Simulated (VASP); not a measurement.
# B (Fd-3m) in VASP: further runs

B is run at these levels: PBE; tasks: relaxation of cell and atoms, single point.

Program: VASP 6.6.1. These are calculated values, not measurements. Logs are shortened: lines on timing, memory, paths and dates and some standing lists are left out, and cuts for length are marked.

**1. The cell of the first run**

It takes space group Fd-3m (No. 227, cubic). Conventional cell: a = 4.137 Å, b = 4.137 Å, c = 4.137 Å, α = 90.00°, β = 90.00°, γ = 90.00°. B (site symmetry -43m) has 4 B at 1.79 Å within 2.4 Å.

**2. Relaxation of cell and atoms, PBE**

INCAR

```
SYSTEM = B
  PREC = Accurate
  ENCUT = 600
  EDIFF = 1E-6
  ISMEAR = -1
  SIGMA = 0.1
  LREAL = .False.
  LASPH = .True.
  NELM = 60
  ALGO = Normal
  ISIF = 3
  LWAVE = .False.
  LCHARG = .False.
  GGA = PE
  IBRION = 2
  NSW = 80
  EDIFFG = -0.01
```

KPOINTS

```
regular mesh
0
Gamma
  13 13 13
  0 0 0
```

POSCAR

```
B
1.0
    0.0000000000      2.0683080914      2.0683080914
    2.0683080914      0.0000000000      2.0683080914
    2.0683080914      2.0683080914      0.0000000000
B
2
Direct
    0.1250000000      0.1250000000      0.1250000000
    0.8750000000      0.8750000000      0.8750000000
```

Potentials or basis: VASP PAW PBE potentials, release 64 (B).

Launch:

```bash
$ cat potpaw_PBE.64/B/POTCAR > POTCAR
$ mpirun -np 1 vasp_std > vasp.out
```

OUTCAR:

```text
SYSTEM = B
   PREC = Accurate
   ENCUT = 600
   EDIFF = 1E-6
   ISMEAR = -1
   LREAL = .False.
   LASPH = .True.
   NELM = 60
   ISIF = 3
   GGA = PE
   IBRION = 2
   NSW = 80
   EDIFFG = -0.01

 ion  position               nearest neighbor table
   1  0.125  0.125  0.125-   2 1.79   2 1.79   2 1.79   2 1.79
   2  0.875  0.875  0.875-   1 1.79   1 1.79   1 1.79   1 1.79

  LATTYP: Found a face centered cubic cell.
 ALAT       =     4.1366161828

  Lattice vectors:

 A1 = (   0.0000000000,   2.0683080914,   2.0683080914)
 A2 = (   2.0683080914,   0.0000000000,   2.0683080914)
 A3 = (   2.0683080914,   2.0683080914,   0.0000000000)

Analysis of symmetry for initial positions (statically):
=====================================================================
 Subroutine PRICEL returns:
 Original cell was already a primitive cell.

 Routine SETGRP: Setting up the symmetry group for a
 face centered cubic supercell.

 Subroutine GETGRP returns: Found 48 space group operations
 (whereof 12 operations were pure point group operations)
 out of a pool of 48 trial point group operations.

The static configuration has the point symmetry D_3d.
 The point group associated with its full space group is O_h .

Analysis of symmetry for dynamics (positions and initial velocities):
=====================================================================
 Subroutine PRICEL returns:
 Original cell was already a primitive cell.

 Routine SETGRP: Setting up the symmetry group for a
 face centered cubic supercell.

 Subroutine GETGRP returns: Found 48 space group operations
 (whereof 12 operations were pure point group operations)
 out of a pool of 48 trial point group operations.

The dynamic configuration has the point symmetry D_3d.
 The point group associated with its full space group is O_h .

 Subroutine INISYM returns: Found 48 space group operations
 (whereof 12 operations are pure point group operations),
 and found     1 'primitive' translations

----------------------------------------------------------------------------------------

                                     Primitive cell

  volume of cell :      17.6960

  direct lattice vectors                    reciprocal lattice vectors
     0.000000000  2.068308091  2.068308091    -0.241743482  0.241743482  0.241743482
     2.068308091  0.000000000  2.068308091     0.241743482 -0.241743482  0.241743482
     2.068308091  2.068308091  0.000000000     0.241743482  0.241743482 -0.241743482

  length of vectors
     2.925029354  2.925029354  2.925029354     0.418711993  0.418711993  0.418711993

  position of ions in fractional coordinates (direct lattice)
     0.125000000  0.125000000  0.125000000
     0.875000000  0.875000000  0.875000000

  ion indices of the primitive-cell ions
   primitive index   ion index
                 1           1
                 2           2

----------------------------------------------------------------------------------------

 KPOINTS: regular mesh

Automatic generation of k-mesh.
 Grid dimensions read from file:
 generate k-points for:   13   13   13

 Generating k-lattice:

  Cartesian coordinates                     Fractional coordinates (reciprocal lattice)
    -0.018595652  0.018595652  0.018595652     0.076923077  0.000000000  0.000000000
     0.018595652 -0.018595652  0.018595652     0.000000000  0.076923077  0.000000000
     0.018595652  0.018595652 -0.018595652     0.000000000  0.000000000  0.076923077

  Length of vectors
     0.032208615  0.032208615  0.032208615

  Shift w.r.t. Gamma in fractional coordinates (k-lattice)
     0.000000000  0.000000000  0.000000000

 Subroutine IBZKPT returns following result:
 ===========================================

 Found     84 irreducible k-points:

 Following reciprocal coordinates:
            Coordinates               Weight
  0.000000  0.000000  0.000000      1.000000
  0.076923  0.000000  0.000000      8.000000
  0.153846  0.000000  0.000000      8.000000
  0.230769  0.000000  0.000000      8.000000
  0.307692  0.000000  0.000000      8.000000
  0.384615  0.000000  0.000000      8.000000
[... 16 lines left out ...]
  0.384615  0.153846  0.000000     24.000000
  0.461538  0.153846  0.000000     24.000000
 [... further k-points ...]
   k-points           NKPTS =     84   k-points in BZ     NKDIM =     84   number of bands    NBANDS=      7
   number of dos      NEDOS =    301   number of ions     NIONS =      2
   total plane-waves  NPLWV =  13824
   dimension x,y,z NGX =    24 NGY =   24 NGZ =   24
   dimension x,y,z NGXF=    48 NGYF=   48 NGZF=   48
   ions per type =               2
   NGX,Y,Z   is equivalent  to a cutoff of  13.64, 13.64, 13.64 a.u.
   NGXF,Y,Z  is equivalent  to a cutoff of  27.28, 27.28, 27.28 a.u.
 SYSTEM =  B
   PREC   = accura    normal or accurate (medium, high low for compatibility)
   ISTART =      0    job   : 0-new  1-cont  2-samecut
   ICHARG =      2    charge: 1-file 2-atom 10-const
   ISPIN  =      1    spin polarized calculation?
   LNONCOLLINEAR =      F non collinear calculations
   LSORBIT =      F    spin-orbit coupling
   LASPH  =      T    aspherical Exc in radial PAW
   ENCUT  =  600.0 eV  44.10 Ry    6.64 a.u.   5.84  5.84  5.84*2*pi/ulx,y,z
   NELM   =     60;   NELMIN=  2; NELMDL= -5     # of ELM steps
   EDIFF  = 0.1E-05   stopping-criterion for ELM
   LREAL  =      F    real-space projection
   EDIFFG = -.1E-01   stopping-criterion for IOM
   NSW    =     80    number of steps for IOM
   IBRION =      2    ionic relax: 0-MD 1-quasi-New 2-CG
   NFREE  =      1    steps in history (QN), initial steepest desc. (CG)
   ISIF   =      3    stress and relaxation
   ISYM   =      2    0-nonsym 1-usesym 2-fastsym
   POTIM  = 0.5000    time-step for ionic-motion
   TEBEG  =    0.0;   TEEND  =   0.0 temperature during run
   PSTRESS=    0.0 pullay stress
   NELECT =       6.0000    total number of electrons
   NUPDOWN=      -1.0000    fix difference up-down
   EMIN   =  10.00;   EMAX   =-10.00  energy-range for DOS
   EFERMI =   0.00;   METHOD = LEGACY
   ISMEAR =    -1;   SIGMA  =   0.10  broadening in eV -4-tet -1-fermi 0-gaus
   EFERMI_NEDOS =   21; number of points for ismear=-14 and -15
   IALGO  =     38    algorithm
   IMIX   =      4    mixing-type and parameters
     AMIX     =   0.40;   BMIX     =  1.00
     AMIX_MAG =   1.60;   BMIX_MAG =  1.00
  volume/ion in A,a.u.               =       8.85        59.71
  Fermi-wavevector in a.u.,A,eV,Ry     =   1.141563  2.157242 17.730662  1.303167
  Thomas-Fermi vector in A             =   2.278263
   LORBIT       =      0    0 simple, 1 ext, 2 COOP (PROOUT), +10 PAW based schemes
   GGA     = PE    functional components
   LHFCALC =     F    Hartree Fock is set to
   AEXX    =    0.0000 exact exchange contribution
   IVDW    =     0    specifies the selected vdW correction
   LEPSILON=     F    determine dielectric tensor
   LRPA    =     F    only Hartree local field effects (RPA)
 conjugate gradient relaxation of ions
 non-spin polarized calculation
  energy-cutoff  :      600.00
  volume of cell :       17.70
 maximum number of plane-waves:       609
   NGX = 11   NGY = 11   NGZ = 11

--------------------------------------- Ionic step        1  -------------------------------------------

 number of electron       6.0000000 magnetization

 Free energy of the ion-electron system (eV)
  ---------------------------------------------------
  ext. energy  EPLUGINS =         0.00000000
  ---------------------------------------------------
  free energy    TOTEN  =       -11.50089006 eV

  energy without entropy =      -11.47422804  energy(sigma->0) =      -11.48755905

------------------------ aborting loop because EDIFF is reached ----------------------------------------

  FORCE on cell =-STRESS in cart. coord.  units (eV):
  Direction    XX          YY          ZZ          XY          YZ          ZX
  --------------------------------------------------------------------------------------
  -------------------------------------------------------------------------------------
  Total       -1.0842145     -1.0842145     -1.0842145      0.0000000     -0.0000000      0.0000000
  in kB      -98.1635114    -98.1635114    -98.1635114      0.0000000     -0.0000000      0.0000000
  external PRESSURE =     -98.1635114 kB  Pullay stress =       0.0000000 kB
[... 57 lines left out ...]
  energy  without entropy=      -11.5061496236  energy(sigma->0) =      -11.51908723

--------------------------------------- Ionic step        3  -------------------------------------------

 number of electron       6.0000000 magnetization

 Free energy of the ion-electron system (eV)
  ---------------------------------------------------
  ext. energy  EPLUGINS =         0.00000000
  ---------------------------------------------------
  free energy    TOTEN  =       -11.53494426 eV

  energy without entropy =      -11.50891249  energy(sigma->0) =      -11.52192837

 E-fermi :   3.7559     XC(G=0): -11.1970

 val. band max:        3.7388063043   @ k =  -0.4615   0.1538   0.0000
 cond. band min:       3.7559161468   @ k =   0.4615   0.2308   0.0000
 fundamental gap:      0.0171098426
 Fermi energy:         3.7559078721

 k-point     1 :       0.0000    0.0000    0.0000
  band No.  band energies     occupation
      1      -9.1226      2.00000
      2       7.7803      0.00000
      3       7.7803      0.00000
      4       7.7803      0.00000
      5      11.9243      0.00000
      6      11.9243      0.00000
      7      11.9243      0.00000
[... 221 lines left out ...]
 k-point    24 :       0.4615    0.1538    0.0000
  band No.  band energies     occupation
      1      -5.1228      2.00000
      2      -1.3026      2.00000
      3       4.1905      0.02557
      4       4.4757      0.00150
      5      12.8755      0.00000
      6      15.9403      0.00000
      7      16.9036      0.00000

 [... further k-points ...]

------------------------ aborting loop because EDIFF is reached ----------------------------------------

  FORCE on cell =-STRESS in cart. coord.  units (eV):
  Direction    XX          YY          ZZ          XY          YZ          ZX
  --------------------------------------------------------------------------------------
  -------------------------------------------------------------------------------------
  Total        0.0020178      0.0020178      0.0020178     -0.0000000      0.0000000     -0.0000000
  in kB        0.1943530      0.1943530      0.1943530     -0.0000000      0.0000000     -0.0000000
  external PRESSURE =       0.1943530 kB  Pullay stress =       0.0000000 kB
[... 17 lines left out ...]
  FREE ENERGIE OF THE ION-ELECTRON SYSTEM (eV)
  ---------------------------------------------------
  free  energy   TOTEN  =       -11.5349442581 eV

  energy  without entropy=      -11.5089124857  energy(sigma->0) =      -11.52192837

 reached required accuracy - stopping structural energy minimisation
```

It took 13 s on 1 thread of Intel Xeon Platinum 8259CL at 2.50GHz (Skylake/Cascade Lake), shared host; peak memory 0.13 GiB.

Results:

```yaml
Free_energy: -11.5349 eV
Relaxed_volume: 8.32 Å³/atom
Relaxed_cell: a = 2.865 Å, b = 2.865 Å, c = 2.865 Å, α = 60.00°, β = 60.00°, γ = 60.00°
Space_group_after_relaxing_to_0.05_Å: Fd-3m (No. 227)
Energy_gained_by_relaxing: 17.0 meV/atom
Ionic_steps: 3
Pressure_after_relaxing: 0.0 GPa
Band_gap_on_the_k_mesh: zero (band 3 reaches 7.78 eV, above the bottom of band 4 at 1.17 eV)
```

Step by step:
```tsv
step	energy change (eV)	largest force (eV/Å)	pressure (GPa)	volume (Å³)
1	0.0000	0.0000	-9.82	17.70
2	-0.0311	0.0000	3.25	16.34
3	-0.0341	0.0000	0.02	16.63
```

Final structure:
```yaml
crystal:
  lattice:
    - [0.00000, 2.02608, 2.02608]
    - [2.02608, 0.00000, 2.02608]
    - [2.02608, 2.02608, 0.00000]
  atoms:
    - { symbol: B, position: [0.12500, 0.12500, 0.12500] }
    - { symbol: B, position: [0.87500, 0.87500, 0.87500] }
```

Levels at points of the mesh, in eV from the Fermi level:
| k point | band 1 | band 2 | band 3 | band 4 | band 5 | band 6 |
| --- | --- | --- | --- | --- | --- | --- |
| (0.00, 0.00, 0.00) | -12.88 | 4.02 | 4.02 | 4.02 | 8.17 | 8.17 |

**3. Single point, PBE (volume scaled by 0.88)**

INCAR

```
PREC = Accurate
ENCUT = 520
EDIFF = 1E-6
ISMEAR = -1
SIGMA = 0.1
LREAL = F
LASPH = T
NELM = 80
ALGO = Normal
ISIF = 2
LWAVE = F
LCHARG = F
GGA = PE
NBANDS = 10
```

KPOINTS

```
regular mesh
0
Gamma
  22 22 22
```

POSCAR

```
B
1.0
    0.0000000000      1.9416699042      1.9416699042
    1.9416699042      0.0000000000      1.9416699042
    1.9416699042      1.9416699042      0.0000000000
B
2
Direct
    0.1250000000      0.1250000000      0.1250000000
    0.8750000000      0.8750000000      0.8750000000
```

Potentials or basis: VASP PAW PBE potentials, release 64 (B).

Launch:

```bash
$ cat potpaw_PBE.64/B/POTCAR > POTCAR
$ mpirun -np 1 vasp_std > vasp.out
```

Run time: 26 s. Hardware: 1 thread of Intel Xeon Platinum 8259CL at 2.50GHz (Skylake/Cascade Lake), shared host; peak memory 0.14 GiB.

Results (log left out):

* Free energy: -11.3693 eV
* Pressure: 28.3 GPa
* Band gap on the k mesh: zero (band 3 reaches 9.26 eV, above the bottom of band 4 at 1.20 eV)

Levels at points of the mesh, in eV from the Fermi level:
```csv
k point,band 1,band 2,band 3,band 4,band 5,band 6
"(0.00, 0.00, 0.00)",-13.83,4.48,4.48,4.48,8.85,8.85
"(0.50, 0.00, 0.00)",-8.37,-7.77,1.88,1.88,11.00,11.00
"(0.50, 0.50, 0.00)",-6.30,-6.30,-1.49,-1.49,7.80,7.80
```

Caveat: the cell differs from its parent crystal (volume scaled by 0.88).
